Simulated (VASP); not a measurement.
Input of a VASP 6.6.1 run:

File INCAR:

```
PREC     = Accurate       # precision mode
ENCUT    = 520            # plane-wave cutoff, eV
EDIFF    = 1E-7           # SCF threshold, eV
ISMEAR   = 0              # smearing method
SIGMA    = 0.1            # smearing width, eV
LREAL    = F              # projectors in reciprocal space
LASPH    = T              # aspherical terms in the spheres
NELM     = 80             # most SCF steps
ALGO     = Normal         # electronic algorithm
ISIF     = 2              # what is computed and relaxed
LWAVE    = F              # write WAVECAR
LCHARG   = F              # write CHGCAR
GGA      = PE             # functional
NBANDS   = 22             # bands
```

KPOINTS

```
regular mesh
0
Gamma
  6 6 4
```

File POSCAR:

```
K3H
1.0
    8.0053473547     -0.0000000045      0.0000000000
   -4.0026736734      6.9328341775      0.0000000000
    0.0000000000      0.0000000000      4.7121527448
K H
3 1
Direct
    0.3333333333      0.6666666667      0.5000000000
    0.6666666667      0.3333333333      0.5000000000
    0.0000000000      0.0000000000      0.5000000000
    0.0000000000      0.0000000000      0.0000000000
```

Potentials or basis: VASP PAW PBE potentials, release 64 (K_sv, H).

Run with:

```console
$ cat potpaw_PBE.64/K_sv/POTCAR potpaw_PBE.64/H/POTCAR > POTCAR
$ mpirun -np 1 vasp_std > vasp.out
```

Q: Estimate the band gap on the k mesh.

A: Zero (band 14 reaches 0.31 eV, above the bottom of band 15 at -1.30 eV).

Q: What does it give for the pressure?

A: 0.1 GPa.

Stress tensor (GPa, compression positive):
```
0.11 0.00 0.00
0.00 0.11 0.00
0.00 0.00 0.03
```
